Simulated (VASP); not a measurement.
A run of VASP 6.6.1:

The input POSCAR:

```
GaN
1.0
    0.0000000000      2.2826708204      2.2826708204
    2.2826708204      0.0000000000      2.2826708204
    2.2826708204      2.2826708204      0.0000000000
Ga N
1 1
Direct
    0.0000000000      0.0000000000      0.0000000000
    0.7500000000      0.7500000000      0.7500000000
```

The input INCAR.step1:

```
PREC = Accurate
ENCUT = 520
ISMEAR = 0
SIGMA = 0.05
LREAL = F
LASPH = T
NELM = 100
NBANDS = 16
GGA = PE
ALGO = Normal
EDIFF = 1E-4
LWAVE = T
LCHARG = F
```

Contents of INCAR.step2:

```
PREC = Accurate
ENCUT = 520
EDIFF = 1E-7
ISMEAR = 0
SIGMA = 0.05
LREAL = F
LASPH = T
NELM = 100
ALGO = Normal
ISIF = 2
LWAVE = F
LCHARG = F
METAGGA = R2SCAN
LMIXTAU = T
NBANDS = 16
ISTART = 1
```

Contents of KPOINTS:

```
regular mesh
0
Gamma
  10 10 10
```

Potentials or basis: VASP PAW PBE potentials, release 64 (Ga_d, N).

Command:

```bash
$ cat potpaw_PBE.64/Ga_d/POTCAR potpaw_PBE.64/N/POTCAR > POTCAR
$ cp INCAR.step1 INCAR
$ mpirun -np 1 vasp_std > vasp.out
$ cp INCAR.step2 INCAR
$ mpirun -np 1 vasp_std > vasp.out
```

Hardware: 1 thread of Intel Xeon 8259CL (shared host).

Question: How long does it take, and how much memory?

Answer: It took 2 min on 1 thread of Intel Xeon 8259CL (shared host), peak memory 0.15 GiB. Counts: k points 47.
